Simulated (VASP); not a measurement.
# Fe (Fm-3m) in VASP: further runs

Fe is run at these levels: PBEsol; tasks: single point.

Program: VASP 6.6.1. These are calculated values, not measurements. Logs are shortened: lines on timing, memory, paths and dates and some standing lists are left out, and cuts for length are marked.

## (1) The cell of the first run

The structure is cubic, space group Fm-3m (No. 225). Conventional cell: a = 3.623 Å, b = 3.623 Å, c = 3.623 Å, α = 90.00°, β = 90.00°, γ = 90.00°. Fe (site symmetry m-3m) has 12 Fe at 2.56 Å within 3.4 Å.

This isn't the form of Fe at room conditions, which is bcc.

## (2) Single point, PBEsol

INCAR

```
SYSTEM = Fe
PREC = Accurate
ENCUT = 520
EDIFF = 1E-7
ISMEAR = 0
SIGMA = 0.1
LREAL = .False.
LASPH = .True.
NELM = 80
ALGO = Normal
ISIF = 2
LWAVE = .False.
LCHARG = .True.
GGA = PS
LELF = .True.
LVHAR = .True.
NBANDS = 15
ISYM = 0
```

KPOINTS

```
regular mesh
0
Gamma
  8 10 13
  0 0 0
```

POSCAR

```
Fe
1.0
   -1.8113300000     -1.8113300000     -3.6226600000
    1.8113300000     -1.8113300000      0.0000000000
   -1.8113300000     -1.8113300000      0.0000000000
Fe
2
Direct
    0.0000000000      0.0000000000      0.0000000000
    0.5000000000      0.5000000000      0.0000000000
```

Potentials or basis: VASP PAW PBE potentials, release 64 (Fe).

Command:

```console
$ cat potpaw_PBE.64/Fe/POTCAR > POTCAR
$ mpirun -np 1 vasp_std > vasp.out
```

OUTCAR:

```text
SYSTEM = Fe
   PREC = Accurate
   ENCUT = 520
   EDIFF = 1E-7
   ISMEAR = 0
   LREAL = .False.
   LASPH = .True.
   NELM = 80
   ISIF = 2
   GGA = PS
   ISYM = 0

 ion  position               nearest neighbor table
   1  0.000  0.000  0.000-   2 2.56   2 2.56   2 2.56   2 2.56   2 2.56   2 2.56   2 2.56   2 2.56

   2  0.500  0.500  0.000-   1 2.56   1 2.56   1 2.56   1 2.56   1 2.56   1 2.56   1 2.56   1 2.56

IMPORTANT INFORMATION: All symmetrisations will be switched off!
NOSYMM: (Re-)initialisation of all symmetry stuff for point group C_1.

----------------------------------------------------------------------------------------

                                     Primitive cell

  volume of cell :      23.7713

  direct lattice vectors                    reciprocal lattice vectors
    -1.811330000 -1.811330000 -3.622660000     0.000000000  0.000000000 -0.276040258
     1.811330000 -1.811330000  0.000000000     0.276040258 -0.276040258  0.000000000
    -1.811330000 -1.811330000  0.000000000    -0.276040258 -0.276040258  0.276040258

  length of vectors
     4.436834256  2.561607452  2.561607452     0.276040258  0.390379876  0.478115751

  position of ions in fractional coordinates (direct lattice)
     0.000000000  0.000000000  0.000000000
     0.500000000  0.500000000  0.000000000

  ion indices of the primitive-cell ions
   primitive index   ion index
                 1           1
                 2           2

----------------------------------------------------------------------------------------

 KPOINTS: regular mesh

Automatic generation of k-mesh.
 Grid dimensions read from file:
 generate k-points for:    8   10   13

 Generating k-lattice:

  Cartesian coordinates                     Fractional coordinates (reciprocal lattice)
     0.000000000  0.000000000 -0.034505032     0.125000000  0.000000000  0.000000000
     0.027604026 -0.027604026  0.000000000     0.000000000  0.100000000  0.000000000
    -0.021233866 -0.021233866  0.021233866     0.000000000  0.000000000  0.076923077

  Length of vectors
     0.034505032  0.039037988  0.036778135

  Shift w.r.t. Gamma in fractional coordinates (k-lattice)
     0.000000000  0.000000000  0.000000000

 -----------------------------------------------------------------------------
|                                                                             |
|           W    W    AA    RRRRR   N    N  II  N    N   GGGG   !!!           |
|           W    W   A  A   R    R  NN   N  II  NN   N  G    G  !!!           |
|           W    W  A    A  R    R  N N  N  II  N N  N  G       !!!           |
|           W WW W  AAAAAA  RRRRR   N  N N  II  N  N N  G  GGG   !            |
|           WW  WW  A    A  R   R   N   NN  II  N   NN  G    G                |
|           W    W  A    A  R    R  N    N  II  N    N   GGGG   !!!           |
|                                                                             |
|     Your reciprocal lattice and k-lattice belong to different lattice       |
|     classes:                                                                |
|                                                                             |
|        The reciprocal lattice is simple tetragonal,                         |
|        whereas your k-lattice is simple monoclinic.                         |
|                                                                             |
|     Results are often still useful ...                                      |
|                                                                             |
 -----------------------------------------------------------------------------

 WARNING: IBZKPT: internal override: KBLOWUP is changed to .FALSE.
      ... skipping the blow-up phase ...

 Subroutine IBZKPT returns following result:
 ===========================================

 Found    522 irreducible k-points:

 Following reciprocal coordinates:
            Coordinates               Weight
  0.000000  0.000000  0.000000      1.000000
  0.125000  0.000000  0.000000      2.000000
  0.250000  0.000000  0.000000      2.000000
  0.375000  0.000000  0.000000      2.000000
  0.500000  0.000000  0.000000      1.000000
  0.000000  0.100000  0.000000      2.000000
[... 16 lines left out ...]
  0.125000  0.300000  0.000000      2.000000
  0.250000  0.300000  0.000000      2.000000
 [... further k-points ...]
   k-points           NKPTS =    522   k-points in BZ     NKDIM =    522   number of bands    NBANDS=     15
   number of dos      NEDOS =    301   number of ions     NIONS =      2
   total plane-waves  NPLWV =  14400
   dimension x,y,z NGX =    36 NGY =   20 NGZ =   20
   dimension x,y,z NGXF=    72 NGYF=   40 NGZF=   40
   ions per type =               2
   NGX,Y,Z   is equivalent  to a cutoff of  13.49, 12.98, 12.98 a.u.
   NGXF,Y,Z  is equivalent  to a cutoff of  26.98, 25.96, 25.96 a.u.
 SYSTEM =  Fe
   PREC   = accura    normal or accurate (medium, high low for compatibility)
   ISTART =      0    job   : 0-new  1-cont  2-samecut
   ICHARG =      2    charge: 1-file 2-atom 10-const
   ISPIN  =      1    spin polarized calculation?
   LNONCOLLINEAR =      F non collinear calculations
   LSORBIT =      F    spin-orbit coupling
   LASPH  =      T    aspherical Exc in radial PAW
   ENCUT  =  520.0 eV  38.22 Ry    6.18 a.u.   8.25  4.76  4.76*2*pi/ulx,y,z
   NELM   =     80;   NELMIN=  2; NELMDL= -5     # of ELM steps
   EDIFF  = 0.1E-06   stopping-criterion for ELM
   LREAL  =      F    real-space projection
   EDIFFG = 0.1E-05   stopping-criterion for IOM
   NSW    =      0    number of steps for IOM
   IBRION =     -1    ionic relax: 0-MD 1-quasi-New 2-CG
   NFREE  =      0    steps in history (QN), initial steepest desc. (CG)
   ISIF   =      2    stress and relaxation
   ISYM   =      0    0-nonsym 1-usesym 2-fastsym
   POTIM  = 0.5000    time-step for ionic-motion
   TEBEG  =    0.0;   TEEND  =   0.0 temperature during run
   PSTRESS=    0.0 pullay stress
   NELECT =      16.0000    total number of electrons
   NUPDOWN=      -1.0000    fix difference up-down
   EMIN   =  10.00;   EMAX   =-10.00  energy-range for DOS
   EFERMI =   0.00;   METHOD = LEGACY
   ISMEAR =     0;   SIGMA  =   0.10  broadening in eV -4-tet -1-fermi 0-gaus
   EFERMI_NEDOS =   21; number of points for ismear=-14 and -15
   IALGO  =     38    algorithm
   IMIX   =      4    mixing-type and parameters
     AMIX     =   0.40;   BMIX     =  1.00
     AMIX_MAG =   1.60;   BMIX_MAG =  1.00
  volume/ion in A,a.u.               =      11.89        80.21
  Fermi-wavevector in a.u.,A,eV,Ry     =   1.434709  2.711207 28.006107  2.058391
  Thomas-Fermi vector in A             =   2.554088
   LORBIT       =      0    0 simple, 1 ext, 2 COOP (PROOUT), +10 PAW based schemes
   GGA     = PS    functional components
   LHFCALC =     F    Hartree Fock is set to
   AEXX    =    0.0000 exact exchange contribution
   IVDW    =     0    specifies the selected vdW correction
   LEPSILON=     F    determine dielectric tensor
   LRPA    =     F    only Hartree local field effects (RPA)
 non-spin polarized calculation
 Gauss-broadening in eV      SIGMA  =   0.10
  energy-cutoff  :      520.00
  volume of cell :       23.77
 maximum number of plane-waves:       664
 NGX is ok and might be reduce to    36
   NGX = 17   NGY =  9   NGZ =  9

 number of electron      15.9999999 magnetization

 Free energy of the ion-electron system (eV)
  ---------------------------------------------------
  ext. energy  EPLUGINS =         0.00000000
  ---------------------------------------------------
  free energy    TOTEN  =       -17.12477779 eV

  energy without entropy =      -17.10055356  energy(sigma->0) =      -17.11266568

 E-fermi :   5.0855     XC(G=0): -13.0724

 val. band max:        5.0801603385   @ k =   0.5000   0.5000   0.3846
 cond. band min:       5.0915253569   @ k =   0.5000  -0.2000   0.4615
 fundamental gap:      0.0113650184
 Fermi energy:         5.0854721786

 k-point     1 :       0.0000    0.0000    0.0000
  band No.  band energies     occupation
      1      -2.9467      2.00000
      2       1.0549      2.00000
      3       1.6835      2.00000
      4       3.7601      2.00000
      5       3.7621      2.00000
      6       3.7631      2.00000
      7       5.0155      1.67740
      8       5.0170      1.66697
      9       5.8489      0.00000
     10       6.0897      0.00000
     11       6.0909      0.00000
     12       7.9585      0.00000
     13      15.2328      0.00000
     14      19.7171      0.00000
     15      19.7171      0.00000

 k-point     2 :       0.1250    0.0000    0.0000
  band No.  band energies     occupation
      1      -2.7496      2.00000
      2       1.0756      2.00000
      3       1.7544      2.00000
      4       3.6715      2.00000
      5       3.8276      2.00000
      6       3.8287      2.00000
      7       4.9353      1.96626
      8       5.0461      1.42272
      9       5.8160      0.00000
     10       5.9658      0.00000
     11       5.9671      0.00000
     12       7.1495      0.00000
     13      16.3493      0.00000
     14      20.0387      0.00000
     15      20.0387      0.00000
[... 365 lines left out ...]
      3       2.3921      2.00000
      4       3.2159      2.00000
      5       3.6666      2.00000
      6       3.9578      2.00000
      7       4.1186      2.00000
      8       4.8126      1.99989
      9       4.8178      1.99985
     10       5.4396      0.00000
     11       5.7636      0.00000
     12      10.6571      0.00000
     13      12.4834      0.00000
     14      17.5359      0.00000
     15      20.2630      0.00000

 k-point    24 :       0.2500    0.3000    0.0000
  band No.  band energies     occupation
      1      -0.3225      2.00000
      2       1.8228      2.00000
      3       2.6499      2.00000
      4       3.3367      2.00000
      5       3.6504      2.00000
      6       3.9444      2.00000
      7       3.9580      2.00000
      8       4.4951      2.00000
      9       5.1720      0.22126
     10       5.3322      0.00048
     11       5.8930      0.00000
     12       8.8021      0.00000
     13      13.0246      0.00000
     14      18.2795      0.00000
     15      20.2569      0.00000

 [... further k-points ...]

------------------------ aborting loop because EDIFF is reached ----------------------------------------

  FORCE on cell =-STRESS in cart. coord.  units (eV):
  Direction    XX          YY          ZZ          XY          YZ          ZX
  --------------------------------------------------------------------------------------
  -------------------------------------------------------------------------------------
  Total       -5.6774509     -5.6774503     -5.7397886     -0.0027726      0.0072569      0.0072560
  in kB     -382.6583863   -382.6583456   -386.8599296     -0.1868744      0.4891108      0.4890538
  external PRESSURE =    -384.0588872 kB  Pullay stress =       0.0000000 kB

 VOLUME and BASIS-vectors are now :
 -----------------------------------------------------------------------------
  energy-cutoff  :      520.00
  volume of cell :       23.77
      direct lattice vectors                 reciprocal lattice vectors
    -1.811330000 -1.811330000 -3.622660000     0.000000000  0.000000000 -0.276040258
     1.811330000 -1.811330000  0.000000000     0.276040258 -0.276040258  0.000000000
    -1.811330000 -1.811330000  0.000000000    -0.276040258 -0.276040258  0.276040258

 POSITION                                       TOTAL-FORCE (eV/Angst)
 -----------------------------------------------------------------------------------
      0.00000      0.00000      0.00000         0.000000      0.000000     -0.000000
      0.00000     -1.81133     -1.81133        -0.000000     -0.000000      0.000000
 -----------------------------------------------------------------------------------
    total drift:                               -0.000000      0.000000      0.000000

  FREE ENERGIE OF THE ION-ELECTRON SYSTEM (eV)
  ---------------------------------------------------
  free  energy   TOTEN  =       -17.1247777890 eV

  energy  without entropy=      -17.1005535621  energy(sigma->0) =      -17.11266568
```

It took 2.8 min on 1 thread of Intel Xeon Platinum 8259CL at 2.50GHz (Skylake/Cascade Lake), shared host; peak memory 0.27 GiB.

What came out:

```
Free energy            : -17.1248 eV
Pressure               : -38.4 GPa
Band gap on the k mesh : zero (bands 8 and 9 overlap by 1.27 eV)
```

Caveat: the cell stands under tension; the PAW data sets were made with another functional, which shifts forces and pressure a little; the run has no spin polarisation, though such a crystal can be magnetic. Spin polarisation is off, so any magnetic state and its effect on volume and gap are missing.

(Part 1 of 2 ends here.)
